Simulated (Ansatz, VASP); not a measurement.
## Two plane-wave programs on Rb2Ir

The input INCAR:

```
SYSTEM = Rb2Ir
PREC = Accurate
ENCUT = 560
EDIFF = 1E-7
ISMEAR = 0
SIGMA = 0.1
LREAL = .FALSE.
LASPH = .TRUE.
NELM = 120
ALGO = Normal
ISIF = 3
LWAVE = .FALSE.
LCHARG = .FALSE.
GGA = PE
IBRION = 2
NSW = 90
EDIFFG = -0.04
GGA_COMPAT = .FALSE.
NELMIN = 4
```

The input KPOINTS:

```
Automatic mesh
0
G
  4 4 4
  0 0 0
```

The input POSCAR:

```
Rb2Ir
1.0
    0.0000000000      3.6022127204      3.6022127204
    3.6022127204      0.0000000000      3.6022127204
    3.6022127204      3.6022127204      0.0000000000
Rb Ir
2 1
Direct
    0.2500000000      0.2500000000      0.2500000000
    0.7500000000      0.7500000000      0.7500000000
    0.0000000000      0.0000000000      0.0000000000
```

Input for Ansatz:

```yaml
crystal:
  lattice:
    - [0.0, 3.6022127204, 3.6022127204]
    - [3.6022127204, 0.0, 3.6022127204]
    - [3.6022127204, 3.6022127204, 0.0]
  atoms:
    - { symbol: Rb, position: [0.25, 0.25, 0.25] }
    - { symbol: Rb, position: [0.75, 0.75, 0.75] }
    - { symbol: Ir, position: [0.0, 0.0, 0.0] }
basis:
  ecutwfc: 420
kpoints:
  mp_grid: { grid: [4, 4, 4] }
hamiltonian:
  xc: pbe
scf:
  occupations: { method: gaussian, width: 0.1 }
  lower_state_search: "off"
output:
  forces: true
  stress: true
  eigenvalues: true
relax:
  adjacent_minimum: "off"
  f_tol: 0.04
  max_steps: 70
  cell: { stress_tol: 0.4 }
```

Alike in both runs: task relaxation of cell and atoms; functional PBE; k mesh 4 × 4 × 4; occupations gaussian, width 0.1 eV; no spin polarisation.

|  | VASP | Ansatz |
| --- | --- | --- |
| version | VASP 6.6.1 | Ansatz 0.2.0 |
| potentials or method | VASP PAW PBE potentials, release 64 (Rb_sv, Ir_sv_GW), cutoff 560 eV | scalar-relativistic, plane waves, PAW |
| valence electrons in the cell | 35 | 35 |

|  | VASP | Ansatz | Ansatz less VASP |
| --- | --- | --- | --- |
| gap on the k mesh at the Fermi level, each at its own relaxed structure (eV) | none | none | - |
| relaxed volume (Å³/atom) | 42.79 | 42.39 | -0.400 |
| relaxed length of the cell vector where the two differ most in proportion (Å) | 5.662 | 5.645 | -0.0177 |

A gap of «none» marks a metal or a gap that the smearing closes.

The k mesh is coarse, so the values compare programs but aren't converged. Neither program's run includes spin-orbit coupling. Noted on VASP's run: the volume moved by over 15 % at a fixed basis, so the end points are rough.
